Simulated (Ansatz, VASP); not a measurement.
**Two plane-wave programs on GaF**

INCAR

```
SYSTEM = GaF
PREC = Accurate
ENCUT = 520
EDIFF = 1E-6
ISMEAR = -1
SIGMA = 0.05
LREAL = .False.
LASPH = .True.
NELM = 150
ALGO = Normal
ISIF = 2
LWAVE = .False.
LCHARG = .True.
MAGMOM = 0 0 0 0 0 0
LORBIT = 11
LSORBIT = .True.
GGA_COMPAT = .False.
LORBMOM = .True.
GGA = PE
LVHAR = .True.
NBANDS = 32
```

KPOINTS

```
regular mesh
0
Gamma
  8 8 8
  0 0 0
```

POSCAR

```
GaF
1.0
    0.0000000000      2.8462400000      2.8462400000
    2.8462400000      0.0000000000      2.8462400000
    2.8462400000      2.8462400000      0.0000000000
Ga F
1 1
Direct
    0.2500000000      0.2500000000      0.2500000000
    0.0000000000      0.0000000000      0.0000000000
```

Contents of input.yaml:

```yaml
crystal:
  lattice:
    - [0.0, 2.84624, 2.84624]
    - [2.84624, 0.0, 2.84624]
    - [2.84624, 2.84624, 0.0]
  atoms:
    - { symbol: Ga, position: [0.25, 0.25, 0.25] }
    - { symbol: F, position: [0.0, 0.0, 0.0] }
hamiltonian:
  xc: pbe
  pseudopotentials: { kind: paw_fr }
magnetization:
  noncollinear: true
  spin_orbit: true
kpoints:
  mp_grid: { grid: [8, 8, 8] }
  band_path:
    path:
      - [[0.0, 0.0, 0.0], [0.5, 0.0, 0.5], [0.5, 0.25, 0.75], [0.375, 0.375, 0.75], [0.0, 0.0, 0.0], [0.5, 0.5, 0.5], [0.625, 0.25, 0.625], [0.5, 0.25, 0.75], [0.5, 0.5, 0.5], [0.375, 0.375, 0.75]]
      - [[0.625, 0.25, 0.625], [0.5, 0.0, 0.5]]
    npoints: 14
scf:
  occupations: { method: fermi_dirac, width: 0.05 }
  n_extra_bands: 6
output:
  forces: true
  stress: true
  eigenvalues: true
  fatbands: false
```

Alike in both runs: functional PBE; k mesh 8 × 8 × 8; occupations fermi-dirac, width 0.05 eV; non-collinear spin, spin-orbit coupling.

|  | VASP | Ansatz |
| --- | --- | --- |
| version | VASP 6.6.1 | Ansatz 0.2.0 |
| potentials or method | VASP PAW PBE potentials, release 64 (Ga_d, F) | Ansatz PAW |
| plane-wave cutoff (eV) | 520 | 420 |
| valence electrons in the cell | 20 | 20 |
| task | single point | band structure |

Ansatz gave:

```
pressure (GPa)           : 0.0
net moment per atom (μB) : 0.00
```

Problem. Estimate VASP's values.

Solution. Pressure (GPa): -0.1; net moment per atom (μB): 0.00.
